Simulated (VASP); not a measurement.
# Al2Cu (I4/mcm) in VASP: further runs, part 3 of 3

VASP 6.6.1. Earlier steps stand in the parts before.

### 4 Single point, PBE

This run uses another cell than the first one, of 14.16 Å³/atom, 0.970 times its volume.

INCAR reads:

```
SYSTEM = Al2Cu
PREC = Accurate
ENCUT = 520
EDIFF = 1E-6
ISMEAR = 0
SIGMA = 0.15
LREAL = .False.
LASPH = .True.
NELM = 100
ALGO = Fast
ISIF = 2
LWAVE = .False.
LCHARG = .False.
GGA = PE
NBANDS = 26
```

KPOINTS reads:

```
Automatic mesh
0
Gamma
  10 10 10
  0 0 0
```

POSCAR reads:

```
Al2Cu
1.0
   -2.9353500000      2.9353500000      2.4657000000
    2.9353500000     -2.9353500000      2.4657000000
    2.9353500000      2.9353500000     -2.4657000000
Al Cu
4 2
Direct
    0.1587211657      0.6587211657      0.8174423314
    0.6587211657      0.8412788343      0.5000000000
    0.8412788343      0.3412788343      0.1825576686
    0.3412788343      0.1587211657      0.5000000000
    0.7500000000      0.7500000000      0.0000000000
    0.2500000000      0.2500000000      0.0000000000
```

Potentials or basis: VASP PAW PBE potentials, release 64 (Al, Cu).

Started as:

```console
$ cat potpaw_PBE.64/Al/POTCAR potpaw_PBE.64/Cu/POTCAR > POTCAR
$ mpirun -np 1 vasp_std > vasp.out
```

OUTCAR:

```text
SYSTEM = Al2Cu
   PREC = Accurate
   ENCUT = 520
   EDIFF = 1E-6
   ISMEAR = 0
   LREAL = .False.
   LASPH = .True.
   NELM = 100
   ISIF = 2
   GGA = PE

 ion  position               nearest neighbor table
   1  0.159  0.659  0.817-   5 2.53   6 2.53   5 2.53   6 2.53   3 2.64   3 2.89   3 2.89   4 3.09
                             2 3.09   2 3.09   4 3.09   4 3.12   2 3.12   2 3.12   4 3.12
   2  0.659  0.841  0.500-   6 2.53   6 2.53   5 2.53   5 2.53   4 2.64   4 2.89   4 2.89   3 3.09
                             1 3.09   1 3.09   3 3.09   1 3.12   3 3.12   1 3.12   3 3.12
   3  0.841  0.341  0.183-   5 2.53   6 2.53   5 2.53   6 2.53   1 2.64   1 2.89   1 2.89   2 3.09
                             4 3.09   4 3.09   2 3.09   2 3.12   4 3.12   4 3.12   2 3.12
   4  0.341  0.159  0.500-   5 2.53   5 2.53   6 2.53   6 2.53   2 2.64   2 2.89   2 2.89   3 3.09
                             1 3.09   1 3.09   3 3.09   1 3.12   3 3.12   3 3.12   1 3.12
   5  0.750  0.750  0.000-   6 2.47   6 2.47   1 2.53   3 2.53   4 2.53   4 2.53   2 2.53   2 2.53
                             3 2.53   1 2.53
   6  0.250  0.250  0.000-   5 2.47   5 2.47   1 2.53   3 2.53   2 2.53   2 2.53   4 2.53   3 2.53
                             4 2.53   1 2.53

  LATTYP: Found a body centered tetragonal cell.
 ALAT       =     5.8707000000
 C/A-ratio  =     0.8400020440

  Lattice vectors:

 A1 = (  -2.9353500000,   2.9353500000,   2.4657000000)
 A2 = (   2.9353500000,  -2.9353500000,   2.4657000000)
 A3 = (   2.9353500000,   2.9353500000,  -2.4657000000)

Analysis of symmetry for initial positions (statically):
=====================================================================
 Subroutine PRICEL returns:
 Original cell was already a primitive cell.

 Routine SETGRP: Setting up the symmetry group for a
 body centered tetragonal supercell.

 Subroutine GETGRP returns: Found 16 space group operations
 (whereof  8 operations were pure point group operations)
 out of a pool of 16 trial point group operations.

The static configuration has the point symmetry C_4h.
 The point group associated with its full space group is D_4h.

[... 139 lines left out ...]
   IMIX   =      4    mixing-type and parameters
     AMIX     =   0.40;   BMIX     =  1.00
     AMIX_MAG =   1.60;   BMIX_MAG =  1.00
  volume/ion in A,a.u.               =      14.16        95.58
  Fermi-wavevector in a.u.,A,eV,Ry     =   1.206316  2.279607 19.799179  1.455199
  Thomas-Fermi vector in A             =   2.341987
   LORBIT       =      0    0 simple, 1 ext, 2 COOP (PROOUT), +10 PAW based schemes
   GGA     = PE    functional components
   LHFCALC =     F    Hartree Fock is set to
   AEXX    =    0.0000 exact exchange contribution
   IVDW    =     0    specifies the selected vdW correction
   LEPSILON=     F    determine dielectric tensor
   LRPA    =     F    only Hartree local field effects (RPA)
 non-spin polarized calculation
 RMM-DIIS sequential band-by-band and
 Gauss-broadening in eV      SIGMA  =   0.15
  energy-cutoff  :      520.00
  volume of cell :       84.98
 maximum number of plane-waves:      2313
   NGX = 17   NGY = 17   NGZ = 17

 number of electron      34.0000016 magnetization

 Free energy of the ion-electron system (eV)
  ---------------------------------------------------
  ext. energy  EPLUGINS =         0.00000000
  ---------------------------------------------------
  free energy    TOTEN  =       -23.27133753 eV

  energy without entropy =      -23.25189685  energy(sigma->0) =      -23.26161719

 E-fermi :   8.5107     XC(G=0): -11.0722

 val. band max:        8.4981421064   @ k =  -0.1000   0.2000   0.1000
 cond. band min:       8.5139545588   @ k =   0.2000   0.2000   0.2000
 fundamental gap:      0.0158124524
 Fermi energy:         8.5106791190

 k-point     1 :       0.0000    0.0000    0.0000
  band No.  band energies     occupation
      1      -2.5673      2.00000
      2       3.0648      2.00000
      3       3.1710      2.00000
      4       3.1710      2.00000
      5       3.3232      2.00000
      6       4.1750      2.00000
[... 685 lines left out ...]
     25      15.8592      0.00000
     26      16.4060      0.00000

 [... further k-points ...]
[... 5 lines left out ...]
  --------------------------------------------------------------------------------------
  -------------------------------------------------------------------------------------
  Total        4.4543426      4.4543426      1.4058189      0.0000000      0.0000000      0.0000000
  in kB       83.9796747     83.9796747     26.5045203      0.0000000      0.0000000      0.0000000
  external PRESSURE =      64.8212899 kB  Pullay stress =       0.0000000 kB

 VOLUME and BASIS-vectors are now :
 -----------------------------------------------------------------------------
  energy-cutoff  :      520.00
  volume of cell :       84.98
      direct lattice vectors                 reciprocal lattice vectors
    -2.935350000  2.935350000  2.465700000     0.000000000  0.170337438  0.202782171
     2.935350000 -2.935350000  2.465700000     0.170337438  0.000000000  0.202782171
     2.935350000  2.935350000 -2.465700000     0.170337438  0.170337438  0.000000000

 POSITION                                       TOTAL-FORCE (eV/Angst)
 -----------------------------------------------------------------------------------
      3.86715      0.93180      0.00000         0.063977      0.063977     -0.000000
      2.00355      0.93180      2.46570        -0.063977      0.063977     -0.000000
     -0.93180      2.00355      2.46570        -0.063977     -0.063977      0.000000
      0.93180      2.00355      0.00000         0.063977     -0.063977      0.000000
      0.00000      0.00000      3.69855        -0.000000     -0.000000     -0.000000
      0.00000      0.00000      1.23285        -0.000000     -0.000000     -0.000000
 -----------------------------------------------------------------------------------
    total drift:                                0.000000     -0.000000      0.000000

  FREE ENERGIE OF THE ION-ELECTRON SYSTEM (eV)
  ---------------------------------------------------
  free  energy   TOTEN  =       -23.2713375272 eV

  energy  without entropy=      -23.2518968509  energy(sigma->0) =      -23.26161719
```

OSZICAR:

```text
N       E                     dE             d eps       ncg     rms          rms(c)
DAV:   1     0.189288031462E+03    0.18929E+03   -0.13744E+04  5304   0.149E+03
DAV:   2    -0.156818901467E+02   -0.20497E+03   -0.19260E+03  5314   0.291E+02
DAV:   3    -0.278746891254E+02   -0.12193E+02   -0.11403E+02  6788   0.903E+01
DAV:   4    -0.282415016669E+02   -0.36681E+00   -0.36458E+00  7978   0.138E+01
DAV:   5    -0.282462573703E+02   -0.47557E-02   -0.47550E-02  7890   0.161E+00    0.220E+01
RMM:   6    -0.337314322144E+02   -0.54852E+01   -0.10538E+02  6459   0.136E+02    0.192E+01
RMM:   7    -0.235791948048E+02    0.10152E+02   -0.32047E+01  5681   0.785E+01    0.314E+00
RMM:   8    -0.233406164331E+02    0.23858E+00   -0.18368E+00  5872   0.188E+01    0.124E+00
RMM:   9    -0.232772654151E+02    0.63351E-01   -0.44050E-01  6016   0.291E+00    0.490E-01
RMM:  10    -0.232763348737E+02    0.93054E-03   -0.46557E-02  6534   0.226E+00    0.340E-01
RMM:  11    -0.232712360618E+02    0.50988E-02   -0.10615E-02  6742   0.787E-01    0.104E-01
RMM:  12    -0.232714416202E+02   -0.20556E-03   -0.28870E-03  7158   0.479E-01    0.816E-02
RMM:  13    -0.232713500581E+02    0.91562E-04   -0.97119E-04  6954   0.210E-01    0.363E-02
RMM:  14    -0.232713298476E+02    0.20211E-04   -0.19586E-04  6985   0.136E-01    0.161E-02
RMM:  15    -0.232713366173E+02   -0.67697E-05   -0.71646E-05  7546   0.524E-02    0.147E-02
RMM:  16    -0.232713375272E+02   -0.90998E-06   -0.72272E-06  6045   0.219E-02
   1 F= -.23271338E+02 E0= -.23261617E+02  d E =-.194407E-01
```

stdout:

```text
POSCAR found type information on POSCAR AlCu
 POSCAR found :  2 types and       6 ions
 scaLAPACK will be used
 LDA part: xc-table for (Slater+PW92), standard interpolation
 POSCAR, INCAR and KPOINTS ok, starting setup
 FFT: planning ... GRIDC
 FFT: planning ... GRID_SOFT
 FFT: planning ... GRID
 WAVECAR not read
 entering main loop
```

Run time: 2.8 min. Hardware: 1 thread of Intel Xeon Platinum 8559C (Emerald Rapids), shared host; peak memory 0.32 GiB.

What came out:

- Free energy: -23.2713 eV
- Pressure: 6.5 GPa
- Largest force: 0.090 eV/Å
- Band gap on the k mesh: zero (band 17 reaches 10.98 eV, above the bottom of band 18 at 6.91 eV)

Forces on the atoms (eV/Å):
```
Al   0.064  0.064  0.000
Al  -0.064  0.064  0.000
Al  -0.064 -0.064  0.000
Al   0.064 -0.064  0.000
Cu   0.000  0.000  0.000
Cu   0.000  0.000  0.000
```

### 5 Overview

| cell | gap on the mesh (eV) | pressure (GPa) | largest force (eV/Å) |
| --- | --- | --- | --- |
| a = 4.890 Å, angles 104.4, 104.4, 120.1°, 6 atoms | none | 2.2 | 0.01 |
| a = 4.878 Å, angles 105.1, 105.1, 118.6°, 6 atoms | none | 2.5 | 0.10 |
| a = 4.828 Å, angles 105.1, 105.1, 118.6°, 6 atoms | none | 6.5 | 0.09 |

Alike in all rows: task single point; level PBE; potentials or basis VASP PAW PBE potentials, release 64 (Al, Cu); no spin polarisation; k mesh 10 × 10 × 10; cutoff (eV) 520; smearing gaussian 0.15 eV.

Total energies depend on the potentials used, so only differences within one code and one set of settings carry meaning.
